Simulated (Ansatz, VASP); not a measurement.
**One calculation of PbSe, two programs**

File POSCAR:

```
PbSe
1.0
    0.0000000000      3.0621516472      3.0621516472
    3.0621516472      0.0000000000      3.0621516472
    3.0621516472      3.0621516472      0.0000000000
Pb Se
1 1
Direct
    0.5000000000      0.5000000000      0.5000000000
    0.0000000000      0.0000000000      0.0000000000
```

INCAR.step1

```
PREC     = Accurate       # precision mode
ENCUT    = 520            # plane-wave cutoff, eV
EDIFF    = 1E-5           # SCF threshold, eV
ISMEAR   = 0              # smearing method
SIGMA    = 0.05           # smearing width, eV
LREAL    = F              # projectors in reciprocal space
LASPH    = T              # aspherical terms in the spheres
NELM     = 60             # most SCF steps
ALGO     = Normal         # electronic algorithm
ISIF     = 2              # what is computed and relaxed
LWAVE    = T              # write WAVECAR
GGA      = PE             # functional
NBANDS   = 17             # bands
```

Contents of INCAR.step2:

```
PREC     = Accurate       # precision mode
ENCUT    = 520            # plane-wave cutoff, eV
EDIFF    = 1E-7           # SCF threshold, eV
ISMEAR   = 0              # smearing method
SIGMA    = 0.05           # smearing width, eV
LREAL    = F              # projectors in reciprocal space
LASPH    = T              # aspherical terms in the spheres
NELM     = 60             # most SCF steps
ALGO     = Normal         # electronic algorithm
ISIF     = 2              # what is computed and relaxed
LWAVE    = F              # write WAVECAR
LCHARG   = T              # write CHGCAR
GGA      = B3             # functional
LHFCALC  = T              # exact exchange
AEXX     = 0.2            # exact-exchange fraction
AGGAX    = 0.72         
AGGAC    = 0.81         
ALDAC    = 0.19         
PRECFOCK = Normal       
LELF     = T              # ELF
LVHAR    = T            
ISTART   = 1            
NBANDS   = 17             # bands
```

The input KPOINTS:

```
Automatic mesh
0
Gamma
  6 6 6
```

Input for Ansatz:

```yaml
crystal:
  lattice:
    - [0.0, 3.0621516472, 3.0621516472]
    - [3.0621516472, 0.0, 3.0621516472]
    - [3.0621516472, 3.0621516472, 0.0]
  atoms:
    - { symbol: Pb, position: [0.5, 0.5, 0.5] }
    - { symbol: Se, position: [0.0, 0.0, 0.0] }
basis:
  ecutwfc: 420
  ecutrho_ratio: 4
kpoints:
  mp_grid: { grid: [6, 6, 6] }
hamiltonian:
  xc: b3lyp
scf:
  occupations: { method: gaussian, width: 0.05 }
  n_extra_bands: 9
output:
  forces: true
  stress: true
  eigenvalues: true
  populations: true
  dos: { projected: true, de: 0.02 }
```

Alike in both runs: task single point; functional B3LYP; k mesh 6 × 6 × 6; occupations gaussian, width 0.05 eV; no spin polarisation.

|  | VASP | Ansatz |
| --- | --- | --- |
| version | VASP 6.6.1 | Ansatz 0.2.0 |
| potentials or method | VASP PAW PBE potentials, release 64 (Pb_d, Se), cutoff 520 eV | scalar-relativistic, plane waves, PAW |
| valence electrons in the cell | 20 | 30 |

```tsv
	VASP	Ansatz	Ansatz less VASP
gap on the k mesh at the Fermi level (eV)	1.20	1.18	-0.017
least direct gap on the mesh (eV)	1.20	1.18	-0.017
pressure (GPa)	4.4	4.4	-0.05
```

VASP's potentials were made for PBE, not for B3LYP. VASP's potentials hold 20 valence electrons a cell and Ansatz's 30, so a difference there can come from the potentials and not from the codes. Ansatz's warnings: stress exchange threshold loose, stress scf threshold loose.

Spin-orbit coupling is off throughout.
